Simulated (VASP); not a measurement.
Wanted: the native input for a VASP 6.6.1 run.

| Quantity | Value |
| --- | --- |
| Task | single point |
| Functional | PBE |
| Potentials or basis | VASP PAW PBE potentials, release 64 (Si, C) |
| Cutoff | 520 eV |
| k mesh | 10 × 10 × 10 |
| Occupations | gaussian, width 0.05 eV |
| Spin | no spin polarisation |
| Dipole correction | no |
| Further INCAR settings | ALGO = Normal; EDIFF = 1e-06; NBANDS = 11 |

The structure of SiC lies in POSCAR:

```
SiC
1.0
    0.0000000000      2.2103393220      2.2103393220
    2.1898640927      0.0204752293      2.1898640927
    2.1898640927      2.1898640927      0.0204752293
Si C
1 1
Direct
    0.0000000000      0.0000000000      0.0000000000
    0.7500000000      0.7500000000      0.7500000000
```

This cell differs from its parent crystal: strain +0.0187 x Voigt [0, 0, 0, 1, 0, 0].

The input as run:

INCAR

```
SYSTEM = SiC
PREC = Accurate ; ENCUT = 520
EDIFF = 1E-6 ; ISMEAR = 0
SIGMA = 0.05 ; LREAL = .False.
LASPH = .True. ; NELM = 100
ALGO = Normal ; ISIF = 2
LWAVE = .False. ; LCHARG = .True.
GGA = PE ; LELF = .True.
LVHAR = .True. ; NBANDS = 11
```

KPOINTS

```
Automatic mesh
0
Gamma
  10 10 10
  0 0 0
```

Potentials or basis: VASP PAW PBE potentials, release 64 (Si, C).

Launch:

```bash
$ cat potpaw_PBE.64/Si/POTCAR potpaw_PBE.64/C/POTCAR > POTCAR
$ mpirun -np 1 vasp_std > vasp.out
```

It gave:

* Pressure: 0.1 GPa
* Largest force: 0.142 eV/Å
* Band gap on the k mesh: 1.30 eV, indirect (least direct gap 4.37 eV)

Caveat: the cell differs from its parent crystal (strain +0.0187 x Voigt [0, 0, 0, 1, 0, 0]).

Wall time 13 s on 1 thread of Intel(R) Xeon(R) Platinum 8488C (Sapphire Rapids), on a shared host, peak memory 0.16 GiB.
